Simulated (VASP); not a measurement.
Si, 6 atoms in the cell. The typed cell holds 6 atoms: a = 3.820 Å, b = 3.820 Å, c = 9.355 Å, α = 90.00°, β = 90.00°, γ = 120.00°. 

```yaml
Program: VASP 6.6.1
Task: single point
Functional: LDA
Potentials_or_basis: VASP PAW LDA potentials, release 64 (Si)
Cutoff: 520 eV
k_mesh: 8 × 8 × 4
Occupations: gaussian, width 0.03 eV
Spin: no spin polarisation
Dipole_correction: no
Further_INCAR_settings: ALGO = Normal; EDIFF = 1e-06; NBANDS = 21
```

Potentials or basis: VASP PAW LDA potentials, release 64 (Si).

Command:

```console
$ cat potpaw_LDA.64/Si/POTCAR > POTCAR
$ mpirun -np 1 vasp_std > vasp.out
```

Hardware: 1 thread of Intel Xeon 8259CL, on a shared host.

Problem. Estimate the wall time of this run.

Solution. Wall time 90 s on 1 thread of Intel Xeon 8259CL, on a shared host, peak memory 0.21 GiB. Counts: scf iterations 12, k points 35.
